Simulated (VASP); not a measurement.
Here is a VASP 6.6.1 calculation.

Contents of INCAR:

```
SYSTEM = BeAl15N16
PREC = Accurate
ENCUT = 520
EDIFF = 1E-6
ISMEAR = 0
SIGMA = 0.01
LREAL = Auto
LASPH = .True.
NELM = 80
ALGO = Normal
ISIF = 2
LWAVE = .False.
LCHARG = .True.
GGA = PE
LELF = .True.
LVHAR = .True.
NELECT = 128.0
NBANDS = 86
```

File KPOINTS:

```
Automatic mesh
0
Gamma
  1 1 1
  0.25 0.25 0.25
```

The input POSCAR:

```
BeAl15N16
1.0
    6.2595139092      0.0000000618      0.0000000000
   -3.1297570081      5.4208980298      0.0000000000
    0.0000000000      0.0000000000     10.0348065900
Al Be N
15 1 16
Direct
    0.3309428369      0.1668199619      0.2554391564
    0.3304816326      0.1672473154      0.7451763406
    0.1655925591      0.3322132572      0.9989301330
    0.3305943024      0.6616774527      0.2555231209
    0.1671432089      0.8329656293      0.4986521327
    0.3301974956      0.6606762662      0.7449013901
    0.1668655150      0.8328572476      0.9997229780
    0.8361054576      0.1671441773      0.2555171951
    0.6648584823      0.3307140667      0.4986373338
    0.8370829083      0.1675569745      0.7449072415
    0.6649312432      0.3308566748      0.9997097482
    0.8325031229      0.6652699868      0.2507959041
    0.6642021951      0.8336393010      0.4984886785
    0.8323743998      0.6653297232      0.7487556019
    0.6648551350      0.8329220578      0.9996970637
    0.1668756670      0.3308072306      0.5035696427
    0.3267395158      0.1711033953      0.4430928265
    0.1671557883      0.3306322237      0.1879609051
    0.3310807677      0.1666632886      0.9380215252
    0.1671399225      0.3305607102      0.6846293605
    0.3256128016      0.6576400459      0.4429404364
    0.1680280190      0.8311855957      0.1899450415
    0.3309036188      0.6664553805      0.9378317147
    0.1662107012      0.8303685305      0.6899818486
    0.8402108848      0.1722239296      0.4429639167
    0.6666018383      0.3296877070      0.1899448419
    0.8312211313      0.1667464302      0.9378139635
    0.6673000024      0.3315036618      0.6899829131
    0.8307223529      0.6670714831      0.4395045897
    0.6665025658      0.8312516494      0.1898873085
    0.8309876981      0.6666570696      0.9399462970
    0.6672652325      0.8304805500      0.6898549048
```

Potentials or basis: VASP PAW PBE potentials, release 64 (Al, Be, N).

Run with:

```bash
$ cat potpaw_PBE.64/Al/POTCAR potpaw_PBE.64/Be/POTCAR potpaw_PBE.64/N/POTCAR > POTCAR
$ mpirun -np 1 vasp_std > vasp.out
```

Q: Estimate the largest force.

A: 0.273 eV/Å.

Forces in eV/Å, atoms in the order of the input:
```
Al   0.099 -0.057  0.006
Al   0.115 -0.069  0.003
Al  -0.116  0.059 -0.001
Al   0.109 -0.062 -0.006
Al  -0.129  0.073  0.012
Al   0.118 -0.076 -0.005
Al  -0.106  0.059 -0.001
Al   0.111 -0.061 -0.006
Al  -0.128  0.071  0.016
Al   0.123 -0.068 -0.005
Al  -0.111  0.062  0.000
Al   0.107 -0.065  0.001
Al  -0.117  0.066 -0.002
Al   0.129 -0.076  0.005
Al  -0.120  0.063 -0.004
Be  -0.107  0.065 -0.022
N    0.112 -0.067 -0.005
N   -0.171  0.098 -0.003
N    0.171 -0.098 -0.006
N   -0.178  0.106  0.036
N    0.271 -0.035 -0.005
N   -0.163  0.088 -0.002
N    0.175 -0.091  0.008
N   -0.179  0.106 -0.004
N    0.164 -0.218 -0.009
N   -0.161  0.101 -0.002
N    0.173 -0.098  0.011
N   -0.174  0.103 -0.005
N    0.172 -0.096 -0.004
N   -0.172  0.099  0.012
N    0.173 -0.094 -0.002
N   -0.190  0.110 -0.011
```

Caveat: the k points lie up to 0.58 Å⁻¹ apart; the cell carries a net charge on a neutralising background, which shifts energy and pressure.
